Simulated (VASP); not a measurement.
Input of a VASP 6.6.1 run:

File INCAR:

```
PREC     = Accurate       # precision mode
ENCUT    = 600            # plane-wave cutoff, eV
EDIFF    = 1E-7           # SCF threshold, eV
ISMEAR   = -1             # smearing method
SIGMA    = 0.02           # smearing width, eV
LREAL    = False          # projectors in reciprocal space
LASPH    = True           # aspherical terms in the spheres
NELM     = 60             # most SCF steps
ALGO     = Normal         # electronic algorithm
ISIF     = 3              # what is computed and relaxed
LWAVE    = False          # write WAVECAR
LCHARG   = False          # write CHGCAR
GGA      = PE             # functional
IBRION   = 2              # ionic algorithm
NSW      = 80             # ionic steps
EDIFFG   = -0.01          # ionic threshold
PSTRESS  = 200.0
```

File KPOINTS:

```
Automatic mesh
0
Gamma
  15 15 15
```

Contents of POSCAR:

```
Br
1.0
    3.0600000000      0.0000000000      0.0000000000
    0.0000000000      3.0600000000      0.0000000000
    0.0000000000      0.0000000000      3.0600000000
Br
1
Direct
    0.0000000000      0.0000000000      0.0000000000
```

Potentials or basis: VASP PAW PBE potentials, release 64 (Br).

The run is started by

```sh
$ cat potpaw_PBE.64/Br/POTCAR > POTCAR
$ mpirun -np 1 vasp_std > vasp.out
```

Estimate the band gap on the k mesh.

zero (an odd number of electrons rules out a gap without spin polarisation).

Predict the space group after relaxing (to 0.1 Å).

Pm-3m (No. 221).

What does it give for the relaxed cell?

a = 2.800 Å, b = 2.800 Å, c = 2.800 Å, α = 90.00°, β = 90.00°, γ = 90.00°.

Estimate the relaxed volume.

21.95 Å³/atom.

Final structure:
```xyz
1
Lattice="2.8000 0.0000 0.0000 0.0000 2.8000 0.0000 0.0000 0.0000 2.8000" Properties=species:S:1:pos:R:3 pbc="T T T"
Br    0.0000    0.0000    0.0000
```

Caveat: the cell is relaxed towards a set pressure, so the run minimises the enthalpy, not the energy; the volume moved by over 15 % at a fixed basis, so the end points are rough; an odd number of electrons without spin polarisation forces a metal; a magnetic or distorted state may lie lower.
